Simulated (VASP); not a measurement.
Pb:

```
CELL_PARAMETERS angstrom
2.68139 -4.54446 0.00000
2.68139 4.54446 0.00000
0.00000 0.00000 5.36992
ATOMIC_POSITIONS crystal
Pb 0.15250 0.84750 0.07850
Pb 0.65250 0.34750 0.42150
Pb 0.84750 0.15250 0.92150
Pb 0.34750 0.65250 0.57850
```

```yaml
Program: VASP 6.6.1
Task: relaxation of cell and atoms
Functional: PBEsol
Potentials_or_basis: VASP PAW PBE potentials, release 64 (Pb_d)
Cutoff: 600 eV
k_mesh: 4 × 4 × 4
Occupations: gaussian, width 0.1 eV
Spin: no spin polarisation
```

At the start: pressure 3.3 GPa; volume 32.72 Å³/atom.

Task: How do energy, volume and symmetry change on relaxing?

Result: Over 9 steps the energy falls by 52.1 meV/atom and the volume is 35.28 Å³/atom (+7.8 %); space group Cmce (No. 64, to 0.05 Å).

The path:
```csv
step,energy change (eV),largest force (eV/Å),pressure (GPa),volume (Å³)
1,0.0000,0.7893,3.31,130.87
2,-0.1935,0.1492,-0.90,144.01
3,-0.1958,0.1901,-0.53,142.48
4,-0.2067,0.0573,0.03,140.58
5,-0.2070,0.0351,0.12,140.27
6,-0.2070,0.0326,0.12,140.23
7,-0.2079,0.0223,0.06,140.60
8,-0.2077,0.0255,-0.18,141.66
9,-0.2083,0.0183,-0.08,141.13
```

Final structure:
```xyz
4
Lattice="2.7235 -4.8166 0.0000 2.7235 4.8166 0.0000 0.0000 0.0000 5.3791" Properties=species:S:1:pos:R:3 pbc="T T T"
Pb    2.7235    3.2975    0.4408
Pb    2.7235   -1.5191    2.2488
Pb    2.7235   -3.2975    4.9384
Pb    2.7235    1.5191    3.1303
```

Caveat: the PAW data sets were made with another functional, which shifts forces and pressure a little.
